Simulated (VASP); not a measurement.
# LiCl (P6_3mc) in VASP: further runs

Runs on LiCl. Level: PBE. Tasks: single point, vibrations by perturbation theory.

Everything below comes from runs of VASP 6.6.1. Logs are shortened: lines on timing, memory, paths and dates and some standing lists are left out, and cuts for length are marked.

### Step 1. The cell of the first run

Symmetry: P6_3mc, No. 186, hexagonal system. Conventional cell: a = 3.929 Å, b = 3.929 Å, c = 6.284 Å, α = 90.00°, β = 90.00°, γ = 120.00°. Li (site symmetry 3m) has 4 Cl at 2.39 Å within 3.2 Å. Cl (site symmetry 3m) has 4 Li at 2.39 Å within 3.2 Å.

### Step 2. Single point, PBE

POSCAR

```
LiCl
1.0
    3.9289135854      0.0000000000      0.0000000000
   -1.9644567927      3.4025389742      0.0000000000
    0.0000000000      0.0000000000      6.2836069554
Li Cl
2 2
Direct
    0.3333333333      0.6666666667      0.8155655881
    0.6666666667      0.3333333333      0.3155655881
    0.6666666667      0.3333333333      0.9344812807
    0.3333333333      0.6666666667      0.4344812807
```

INCAR.step1

```
PREC = Accurate ; ENCUT = 520
EDIFF = 1E-6 ; ISMEAR = 0
SIGMA = 0.02 ; LREAL = F
LASPH = T ; NELM = 80
ALGO = Normal ; ISIF = 2
LWAVE = F ; LCHARG = T
GGA = PE ; NBANDS = 18
```

KPOINTS.step1

```
regular mesh
0
Gamma
  6 6 4
```

INCAR.step2

```
PREC = Accurate ; ENCUT = 520
EDIFF = 1E-6 ; ISMEAR = -5
SIGMA = 0.02 ; LREAL = F
LASPH = T ; NELM = 80
ALGO = Normal ; ISIF = 2
LWAVE = F ; LCHARG = F
GGA = PE ; LORBIT = 11
NBANDS = 18 ; NEDOS = 2001
ICHARG = 11
```

KPOINTS.step2

```
regular mesh
0
Gamma
  9 9 6
```

Potentials or basis: VASP PAW PBE potentials, release 64 (Li_sv, Cl).

Launch:

```sh
cat potpaw_PBE.64/Li_sv/POTCAR potpaw_PBE.64/Cl/POTCAR > POTCAR
cp INCAR.step1 INCAR
cp KPOINTS.step1 KPOINTS
mpirun -np 1 vasp_std > vasp.out
cp INCAR.step2 INCAR
cp KPOINTS.step2 KPOINTS
mpirun -np 1 vasp_std > vasp.out
```

OUTCAR:

```text
PREC = Accurate
   ENCUT = 520
   EDIFF = 1E-6
   ISMEAR = -5
   LREAL = F
   LASPH = T
   NELM = 80
   ISIF = 2
   GGA = PE
   LORBIT = 11
   ICHARG = 11

 ion  position               nearest neighbor table
   1  0.333  0.667  0.816-   3 2.39   3 2.39   3 2.39   4 2.39
   2  0.667  0.333  0.316-   4 2.39   4 2.39   4 2.39   3 2.39
   3  0.667  0.333  0.934-   1 2.39   1 2.39   1 2.39   2 2.39
   4  0.333  0.667  0.434-   2 2.39   2 2.39   2 2.39   1 2.39

  LATTYP: Found a hexagonal cell.
 ALAT       =     3.9289135854
 C/A-ratio  =     1.5993242964

  Lattice vectors:

 A1 = (   3.9289135854,   0.0000000000,   0.0000000000)
 A2 = (  -1.9644567927,   3.4025389742,   0.0000000000)
 A3 = (   0.0000000000,   0.0000000000,   6.2836069554)

Analysis of symmetry for initial positions (statically):
=====================================================================
 Subroutine PRICEL returns:
 Original cell was already a primitive cell.

 Routine SETGRP: Setting up the symmetry group for a
 hexagonal supercell.

 Subroutine GETGRP returns: Found 12 space group operations
 (whereof  6 operations were pure point group operations)
 out of a pool of 24 trial point group operations.

The static configuration has the point symmetry C_3v.
 The point group associated with its full space group is C_6v.

Analysis of symmetry for dynamics (positions and initial velocities):
=====================================================================
 Subroutine PRICEL returns:
 Original cell was already a primitive cell.

 Routine SETGRP: Setting up the symmetry group for a
 hexagonal supercell.

 Subroutine GETGRP returns: Found 12 space group operations
 (whereof  6 operations were pure point group operations)
 out of a pool of 24 trial point group operations.

The dynamic configuration has the point symmetry C_3v.
 The point group associated with its full space group is C_6v.

 Subroutine INISYM returns: Found 12 space group operations
 (whereof  6 operations are pure point group operations),
 and found     1 'primitive' translations

----------------------------------------------------------------------------------------

                                     Primitive cell

  volume of cell :      84.0010

  direct lattice vectors                    reciprocal lattice vectors
     3.928913585  0.000000000  0.000000000     0.254523287  0.146949088  0.000000000
    -1.964456793  3.402538974  0.000000000     0.000000000  0.293898177  0.000000000
     0.000000000  0.000000000  6.283606955     0.000000000  0.000000000  0.159144263

  length of vectors
     3.928913585  3.928913585  6.283606955     0.293898177  0.293898177  0.159144263

  position of ions in fractional coordinates (direct lattice)
     0.333333333  0.666666667  0.815565588
     0.666666667  0.333333333  0.315565588
     0.666666667  0.333333333  0.934481281
     0.333333333  0.666666667  0.434481281

  ion indices of the primitive-cell ions
   primitive index   ion index
                 1           1
                 2           2
                 3           3
                 4           4

----------------------------------------------------------------------------------------

 KPOINTS: regular mesh

Automatic generation of k-mesh.
 Grid dimensions read from file:
 generate k-points for:    9    9    6

 Generating k-lattice:

  Cartesian coordinates                     Fractional coordinates (reciprocal lattice)
     0.028280365  0.016327676  0.000000000     0.111111111  0.000000000  0.000000000
     0.000000000  0.032655353  0.000000000     0.000000000  0.111111111  0.000000000
     0.000000000  0.000000000  0.026524044     0.000000000  0.000000000  0.166666667

  Length of vectors
     0.032655353  0.032655353  0.026524044

  Shift w.r.t. Gamma in fractional coordinates (k-lattice)
     0.000000000  0.000000000  0.000000000

 TETIRR: Found    492 inequivalent tetrahedra from     2916

 Subroutine IBZKPT returns following result:
 ===========================================

 Found     48 irreducible k-points:

 Following reciprocal coordinates:
            Coordinates               Weight
  0.000000  0.000000  0.000000      1.000000
  0.111111 -0.000000  0.000000      6.000000
  0.222222 -0.000000  0.000000      6.000000
  0.333333 -0.000000  0.000000      6.000000
  0.444444 -0.000000  0.000000      6.000000
  0.111111  0.111111  0.000000      6.000000
[... 16 lines left out ...]
  0.333333  0.222222  0.166667     24.000000
  0.333333  0.333333  0.166667      4.000000
 [... further k-points ...]
   k-points           NKPTS =     48   k-points in BZ     NKDIM =     48   number of bands    NBANDS=     18
   number of dos      NEDOS =   2001   number of ions     NIONS =      4
   total plane-waves  NPLWV =  43200
   dimension x,y,z NGX =    30 NGY =   30 NGZ =   48
   dimension x,y,z NGXF=    60 NGYF=   60 NGZF=   96
   ions per type =               2   2
   NGX,Y,Z   is equivalent  to a cutoff of  12.69, 12.69, 12.70 a.u.
   NGXF,Y,Z  is equivalent  to a cutoff of  25.39, 25.39, 25.40 a.u.
 SYSTEM =  unknown system
   PREC   = accura    normal or accurate (medium, high low for compatibility)
   ISTART =      0    job   : 0-new  1-cont  2-samecut
   ICHARG =     11    charge: 1-file 2-atom 10-const
   ISPIN  =      1    spin polarized calculation?
   LNONCOLLINEAR =      F non collinear calculations
   LSORBIT =      F    spin-orbit coupling
   LASPH  =      T    aspherical Exc in radial PAW
   ENCUT  =  520.0 eV  38.22 Ry    6.18 a.u.   7.31  7.31 11.68*2*pi/ulx,y,z
   NELM   =     80;   NELMIN=  2; NELMDL=  0     # of ELM steps
   EDIFF  = 0.1E-05   stopping-criterion for ELM
   LREAL  =      F    real-space projection
   EDIFFG = 0.1E-04   stopping-criterion for IOM
   NSW    =      0    number of steps for IOM
   IBRION =     -1    ionic relax: 0-MD 1-quasi-New 2-CG
   NFREE  =      0    steps in history (QN), initial steepest desc. (CG)
   ISIF   =      2    stress and relaxation
   ISYM   =      2    0-nonsym 1-usesym 2-fastsym
   POTIM  = 0.5000    time-step for ionic-motion
   TEBEG  =    0.0;   TEEND  =   0.0 temperature during run
   PSTRESS=    0.0 pullay stress
   NELECT =      20.0000    total number of electrons
   NUPDOWN=      -1.0000    fix difference up-down
   EMIN   =  10.00;   EMAX   =-10.00  energy-range for DOS
   EFERMI =   0.00;   METHOD = LEGACY
   ISMEAR =    -5;   SIGMA  =   0.02  broadening in eV -4-tet -1-fermi 0-gaus
   EFERMI_NEDOS =   21; number of points for ismear=-14 and -15
   IALGO  =     38    algorithm
   IMIX   =      4    mixing-type and parameters
     AMIX     =   0.40;   BMIX     =  1.00
     AMIX_MAG =   1.60;   BMIX_MAG =  1.00
  volume/ion in A,a.u.               =      21.00       141.72
  Fermi-wavevector in a.u.,A,eV,Ry     =   1.014666  1.917442 14.007851  1.029548
  Thomas-Fermi vector in A             =   2.147907
   LORBIT       =     11    0 simple, 1 ext, 2 COOP (PROOUT), +10 PAW based schemes
   GGA     = PE    functional components
   LHFCALC =     F    Hartree Fock is set to
   AEXX    =    0.0000 exact exchange contribution
   IVDW    =     0    specifies the selected vdW correction
   LEPSILON=     F    determine dielectric tensor
   LRPA    =     F    only Hartree local field effects (RPA)
 non-spin polarized calculation
 Fermi weights with tetrahedron method with Bloechl corrections
  energy-cutoff  :      520.00
  volume of cell :       84.00
 maximum number of plane-waves:      2297
 NGX is ok and might be reduce to    30

 number of electron      20.0000006 magnetization

 Free energy of the ion-electron system (eV)
  ---------------------------------------------------
  ext. energy  EPLUGINS =         0.00000000
  ---------------------------------------------------
  free energy    TOTEN  =       -14.87251737 eV

  energy without entropy =      -14.87251737  energy(sigma->0) =      -14.87251737

 E-fermi :  -1.2321     XC(G=0):  -7.6117

 val. band max:       -1.2508106421   @ k =   0.0000   0.0000   0.0000
 cond. band min:       4.6845362385   @ k =   0.0000   0.0000   0.0000
 fundamental gap:      5.9353468807
 Fermi energy:        -1.2321218122

 k-point     1 :       0.0000    0.0000    0.0000
  band No.  band energies     occupation
      1     -44.2094      2.00000
      2     -44.2079      2.00000
      3     -13.9841      2.00000
      4     -13.6826      2.00000
      5      -3.2741      2.00000
      6      -1.6482      2.00000
[... 10 lines left out ...]
     17       9.6145      0.00000
     18       9.6433      0.00000

 k-point     2 :       0.1111   -0.0000    0.0000
  band No.  band energies     occupation
      1     -44.2092      2.00000
      2     -44.2079      2.00000
      3     -13.9579      2.00000
      4     -13.6715      2.00000
      5      -3.2107      2.00000
      6      -1.8249      2.00000
[... 10 lines left out ...]
     17       9.8534      0.00000
     18       9.8562      0.00000

 k-point     3 :       0.2222   -0.0000    0.0000
  band No.  band energies     occupation
      1     -44.2089      2.00000
      2     -44.2077      2.00000
      3     -13.8877      2.00000
      4     -13.6454      2.00000
      5      -3.0364      2.00000
      6      -2.2557      2.00000
[... 412 lines left out ...]
 k-point    23 :       0.3333    0.2222    0.1667
  band No.  band energies     occupation
      1     -44.2079      2.00000
      2     -44.2076      2.00000
      3     -13.6856      2.00000
      4     -13.6269      2.00000
      5      -2.9813      2.00000
      6      -2.6568      2.00000
[... 10 lines left out ...]
     17      10.5298      0.00000
     18      11.4009      0.00000

 k-point    24 :       0.3333    0.3333    0.1667
  band No.  band energies     occupation
      1     -44.2077      2.00000
      2     -44.2077      2.00000
      3     -13.6460      2.00000
      4     -13.6460      2.00000
      5      -2.9627      2.00000
      6      -2.5513      2.00000
[... 10 lines left out ...]
     17      10.9591      0.00000
     18      11.2253      0.00000

 [... further k-points ...]

------------------------ aborting loop because EDIFF is reached ----------------------------------------

  FORCE on cell =-STRESS in cart. coord.  units (eV):
  Direction    XX          YY          ZZ          XY          YZ          ZX
  --------------------------------------------------------------------------------------
  -------------------------------------------------------------------------------------
  Total       -0.0526736     -0.0526736     -0.0486621      0.0000000      0.0000000      0.0000000
  in kB       -1.0046595     -1.0046595     -0.9281466      0.0000000      0.0000000      0.0000000
  external PRESSURE =      -0.9791552 kB  Pullay stress =       0.0000000 kB

 VOLUME and BASIS-vectors are now :
 -----------------------------------------------------------------------------
  energy-cutoff  :      520.00
  volume of cell :       84.00
      direct lattice vectors                 reciprocal lattice vectors
     3.928913585  0.000000000  0.000000000     0.254523287  0.146949088  0.000000000
    -1.964456793  3.402538974  0.000000000     0.000000000  0.293898177  0.000000000
     0.000000000  0.000000000  6.283606955     0.000000000  0.000000000  0.159144263

 POSITION                                       TOTAL-FORCE (eV/Angst)
 -----------------------------------------------------------------------------------
     -0.00000      2.26836      5.12469         0.000000     -0.000000     -0.000007
      1.96446      1.13418      1.98289        -0.000000     -0.000000     -0.000007
      1.96446      1.13418      5.87191         0.000000     -0.000000      0.000007
     -0.00000      2.26836      2.73011        -0.000000      0.000000      0.000007
 -----------------------------------------------------------------------------------
    total drift:                                0.000000      0.000001     -0.000135

  FREE ENERGIE OF THE ION-ELECTRON SYSTEM (eV)
  ---------------------------------------------------
  free  energy   TOTEN  =       -14.8725173721 eV

  energy  without entropy=      -14.8725173721  energy(sigma->0) =      -14.87251737

 total charge

# of ion       s       p       d       tot
------------------------------------------
    1        2.013   0.043   0.000   2.056
    2        2.013   0.043   0.000   2.056
    3        1.586   3.600   0.000   5.186
    4        1.586   3.600   0.000   5.186
--------------------------------------------------
tot          7.199   7.286   0.000  14.484
```

It took 2 min on 1 thread of Intel Xeon 8259CL, shared host; peak memory 0.21 GiB.

Results:

| Quantity | Value |
| --- | --- |
| Valence electrons inside the program's atomic spheres | Li 2.06; Cl 5.19 |

Caveat: the cutoff is under 1.25 times the usual one of these potentials, so pressure, stress and relaxed cells hold a basis-set (Pulay) error.

(Part 1 of 2 ends here.)
